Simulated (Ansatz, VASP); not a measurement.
Two plane-wave programs on TiO

```xyz
6
Lattice="4.9891 0.0000 0.0000 -2.4945 4.3207 0.0000 0.0000 0.0000 2.8733" Properties=species:S:1:pos:R:3 pbc="T T T"
Ti    2.4945    1.4402    1.4367
Ti    0.0000    2.8805    1.4367
Ti    0.0000    0.0000    0.0000
O     1.5106    2.6164    0.0000
O     1.9679    0.0000    0.0000
O    -0.9839    1.7043    0.0000
```

Alike in both runs: task single point; functional PBEsol; k mesh 12 × 12 × 12; occupations methfessel-paxton of order 1, width 0.02 eV; no spin polarisation.

```csv
,VASP,Ansatz
version,VASP 6.6.1,Ansatz 0.2.0
potentials or method,"VASP PAW PBE potentials, release 64 (Ti_sv, O), cutoff 520 eV","scalar-relativistic, plane waves, PAW"
valence electrons in the cell,54,54
```

VASP gave:

| Property | Result |
| --- | --- |
| gap on the k mesh at the Fermi level (eV) | none |
| pressure (GPa) | -5.0 |
| traceless stress, the component that is largest in VASP (GPa) | -1.32 |
| rms of the force components (eV/Å) | 0.007 |

Problem. Which values does Ansatz return?

Solution. gap on the k mesh at the Fermi level (eV): none; pressure (GPa): -5.8; traceless stress, the component that is largest in VASP (GPa): -1.26; rms of the force components (eV/Å): 0.011.

VASP's potentials were made for PBE, not for PBEsol. Atom by atom the forces differ by 0.005 eV/Å (rms over components). A gap of «none» marks a metal or a gap that the smearing closes. With one functional, cell and mesh, what is left measures potentials, basis and numerics.
